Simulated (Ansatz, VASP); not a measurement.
## Sc5Al11N16: VASP beside Ansatz

```
CELL_PARAMETERS angstrom
6.51095 0.00000 0.00000
-3.25547 5.67482 -0.00187
0.00000 -0.00335 10.20018
ATOMIC_POSITIONS crystal
Al 0.16802 0.33603 0.50841
Al 0.33660 0.16393 0.75049
Al 0.16887 0.83317 0.99770
Al 0.33146 0.66292 0.24489
Al 0.33705 0.67410 0.75485
Al 0.66683 0.33367 0.99318
Al 0.66832 0.33664 0.50627
Al 0.82733 0.16393 0.75049
Al 0.66429 0.83317 0.99770
Al 0.83076 0.66151 0.24129
Al 0.83355 0.66709 0.75682
Sc 0.16847 0.33695 0.98466
Sc 0.33827 0.17410 0.24680
Sc 0.16157 0.82580 0.49728
Sc 0.83583 0.17410 0.24680
Sc 0.66423 0.82580 0.49728
N 0.17559 0.35119 0.18596
N 0.34170 0.18416 0.45479
N 0.16849 0.33697 0.70323
N 0.34345 0.15494 0.93899
N 0.15953 0.81808 0.18905
N 0.32157 0.64314 0.43373
N 0.16401 0.83118 0.70282
N 0.34494 0.68988 0.93959
N 0.67582 0.35164 0.17788
N 0.84247 0.18416 0.45479
N 0.66919 0.33837 0.69616
N 0.81149 0.15494 0.93899
N 0.65855 0.81808 0.18905
N 0.82059 0.64118 0.42962
N 0.66717 0.83118 0.70282
N 0.83400 0.66800 0.94363
```

Alike in both runs: functional PBE; k mesh 4 × 4 × 3; no spin polarisation.

Ansatz relaxed the structure, and its values are those at the end. VASP's run is a single point on that final structure, the one shown.

```csv
,VASP,Ansatz
version,VASP 6.6.1,Ansatz 0.2.0
potentials or method,"VASP PAW PBE potentials, release 64 (Al, Sc_sv, N)","scalar-relativistic, plane waves, PAW"
plane-wave cutoff (eV),520,420
occupations,"gaussian, width 0.01 eV",fixed
valence electrons in the cell,168,168
```

VASP gave:

| Quantity | Value |
| --- | --- |
| gap on the k mesh at the Fermi level (eV) | 3.43 |
| least direct gap on the mesh (eV) | 3.45 |
| pressure (GPa) | 0.2 |
| rms of the force components (eV/Å) | 0.026 |

Question: What did Ansatz give for the same quantities?

Answer: gap on the k mesh at the Fermi level (eV): 3.42; least direct gap on the mesh (eV): 3.44; pressure (GPa): 0.0; rms of the force components (eV/Å): 0.001.
